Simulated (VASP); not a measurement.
PbO2:

```
Pb O
1.0
     5.08244    0.00000    0.00000
     0.00000    5.08244    0.00000
     0.00000    0.00000    3.44089
Pb O
2 4
Direct
  0.00000 0.00000 0.00000
  0.50000 0.50000 0.50000
  0.30797 0.30797 0.00000
  0.19203 0.80797 0.50000
  0.80797 0.19203 0.50000
  0.69203 0.69203 0.00000
```

| Quantity | Value |
| --- | --- |
| Program | VASP 6.6.1 |
| Task | relaxation of cell and atoms |
| Functional | LDA |
| Potentials or basis | VASP PAW LDA potentials, release 64 (Pb_d, O) |
| Cutoff | 600 eV |
| k mesh | 4 × 4 × 6 |
| Occupations | fermi-dirac, width 0.02 eV |
| Spin | no spin polarisation |

At the start: pressure -8.9 GPa; volume 14.81 Å³/atom.

How do energy, volume and symmetry change on relaxing?

Over 11 steps the energy falls by 29.8 meV/atom and the volume is 13.79 Å³/atom (-6.9 %); space group P4_2/mnm (No. 136, to 0.1 Å) before and after.

Step by step:
```csv
step,energy change (eV),largest force (eV/Å),pressure (GPa),volume (Å³)
1,0.0000,0.0952,-8.89,88.88
2,-0.0271,0.4068,10.22,78.72
3,-0.1685,0.1351,-0.22,83.31
4,-0.1685,0.1405,-0.04,83.20
5,-0.1760,0.0341,0.09,82.90
6,-0.1778,0.0529,0.23,82.65
7,-0.1778,0.0469,0.21,82.67
8,-0.1783,0.0274,-0.21,82.87
9,-0.1783,0.0257,-0.26,82.88
10,-0.1785,0.0139,0.04,82.71
11,-0.1786,0.0043,-0.02,82.75
```

Final structure:
```
CELL_PARAMETERS angstrom
4.93629 0.00000 0.00000
0.00000 4.93629 0.00000
0.00000 0.00000 3.39604
ATOMIC_POSITIONS crystal
Pb 0.00000 0.00000 0.00000
Pb 0.50000 0.50000 0.50000
O 0.30736 0.30736 0.00000
O 0.19264 0.80736 0.50000
O 0.80736 0.19264 0.50000
O 0.69264 0.69264 0.00000
```

Caveat: the structure was generated, so it needn't be the stable form of PbO2.
